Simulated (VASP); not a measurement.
CaSiH6: single point with r2SCAN+rVV10

The system is CaSiH6.

```
CELL_PARAMETERS angstrom
2.24860 1.29823 4.16819
-2.24860 1.29823 4.16819
0.00000 -2.59645 4.16819
ATOMIC_POSITIONS crystal
Ca 0.50000 0.50000 0.50000
Si 0.00000 0.00000 0.00000
H 0.60637 0.01072 0.16384
H 0.01072 0.16384 0.60637
H 0.83616 0.39363 0.98928
H 0.98928 0.83616 0.39363
H 0.39363 0.98928 0.83616
H 0.16384 0.60637 0.01072
```

```
Program             : VASP 6.6.1
Task                : single point
Functional          : r2SCAN
Dispersion          : rVV10
Potentials or basis : VASP PAW PBE potentials, release 64 (Ca_sv, Si, H)
Cutoff              : 520 eV
k mesh              : 6 × 6 × 6
Occupations         : fermi-dirac, width 0.03 eV
Spin                : no spin polarisation
```

```
Pressure               : -0.1 GPa
Largest force          : 0.020 eV/Å
Band gap on the k mesh : 2.19 eV (least direct gap 3.74 eV)
```

Forces on the atoms (eV/Å):
```
Ca   0.000  0.000  0.000
Si   0.000  0.000  0.000
H    0.001  0.016  0.013
H    0.013 -0.009  0.013
H    0.014  0.007 -0.013
H   -0.013  0.009 -0.013
H   -0.001 -0.016 -0.013
H   -0.014 -0.007  0.013
```

Levels at points of the mesh, in eV from the valence-band top:
```tsv
k point	band 6	band 7	band 8	band 9	band 10	band 11	band 12	band 13	band 14	band 15
(0.00, 0.00, 0.00)	-3.99	-3.15	-3.15	-1.59	-1.59	2.19	3.72	3.90	3.90	6.26
(0.50, 0.00, 0.00)	-5.91	-4.26	-3.85	-1.73	-0.75	3.81	5.19	5.23	5.32	6.03
(0.50, 0.50, 0.00)	-5.63	-4.14	-4.09	-2.66	-0.41	3.57	4.87	5.51	5.73	6.23
(0.50, 0.50, 0.50)	-6.19	-3.96	-3.96	0.00	0.00	3.74	4.46	4.46	4.90	6.23
```

Run time: 7.6 min on 1 thread of Oxide Virtual Turin-like Processor, with other jobs on the host, peak memory 0.48 GiB.

Caveat: the PAW data sets were made with another functional, which shifts forces and pressure a little. A k mesh can miss the band edges.
